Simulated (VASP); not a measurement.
Set up this calculation in VASP 6.6.1, as the native input.

```
Task                   : single point
Functional             : PBE
Potentials or basis    : VASP PAW PBE potentials, release 64 (B, P, Ga_d, In_d)
Cutoff                 : 520 eV
k mesh                 : 4 × 4 × 3
Occupations            : gaussian, width 0.02 eV
Spin                   : no spin polarisation
Dipole correction      : no
Further INCAR settings : LREAL = Auto; ALGO = Normal; EDIFF = 1e-06; NBANDS = 101
```

The structure of In3Ga6BP10 lies in POSCAR:

```
In3Ga6BP10
1.0
    2.7768620000      2.7778300000      5.5030630000
   -2.7923330000     -2.7888570000      5.5164210000
    8.3377890000     -5.5573250000      2.7487400000
B P Ga In
1 10 6 3
Direct
    0.2992580133      0.4980448536      0.3965014280
    0.5858424916      0.8649870230      0.6020747224
    0.4762883919      0.3963059678      0.8041724594
    0.9868276674      0.8684535721      0.8071180036
    0.3560508214      0.8726959243      0.0201628615
    0.7718766902      0.8684252592      0.1870035508
    0.6264474699      0.4017350468      0.3980671599
    0.2027143117      0.8164926700      0.3908092564
    0.0964002588      0.4017571998      0.5704902906
    0.8828637269      0.3732974068      0.9967088682
    0.2698550379      0.3781451569      0.2297164478
    0.1088168992      0.5014999909      0.7906760595
    0.9989960182      0.0013972754      0.0019215195
    0.3951230547      0.9959872534      0.2109597405
    0.7024561877      0.5035921684      0.5918482895
    0.4942070907      0.5004473338      0.0162599868
    0.8955709236      0.5004597923      0.2034608265
    0.2033084666      0.0020697557      0.5901375822
    0.5938818162      0.0034504424      0.8129448323
    0.8064388899      0.0022879044      0.3919502053
```

The input as run:

INCAR

```
SYSTEM = In3Ga6BP10
PREC     = Accurate       ! precision mode
ENCUT    = 520            ! plane-wave cutoff, eV
EDIFF    = 1E-6           ! SCF threshold, eV
ISMEAR   = 0              ! smearing method
SIGMA    = 0.02           ! smearing width, eV
LREAL    = Auto         
LASPH    = .TRUE.         ! aspherical terms in the spheres
NELM     = 100            ! most SCF steps
ALGO     = Normal         ! electronic algorithm
ISIF     = 2              ! what is computed and relaxed
LWAVE    = .FALSE.        ! write WAVECAR
LCHARG   = .TRUE.         ! write CHGCAR
GGA      = PE             ! functional
LVHAR    = .TRUE.       
NBANDS   = 101            ! bands
KPAR     = 4
```

KPOINTS

```
regular mesh
0
G
  4 4 3
  0 0 0
```

Potentials or basis: VASP PAW PBE potentials, release 64 (B, P, Ga_d, In_d).

Launch:

```bash
$ cat potpaw_PBE.64/B/POTCAR potpaw_PBE.64/P/POTCAR potpaw_PBE.64/Ga_d/POTCAR potpaw_PBE.64/In_d/POTCAR > POTCAR
$ mpirun -np 4 vasp_std > vasp.out
```

It gave:

```yaml
Pressure: 0.0 GPa
Largest_force: 0.024 eV/Å
Band_gap_on_the_k_mesh: 0.84 eV
```

Caveat: spin-orbit coupling is left out, which moves the levels of the heavy elements.

Run time: 11 min on 4 MPI ranks on AMD EPYC 7R43 64-Core Processor (Zen 3) (shared host), peak memory 0.88 GiB a rank.
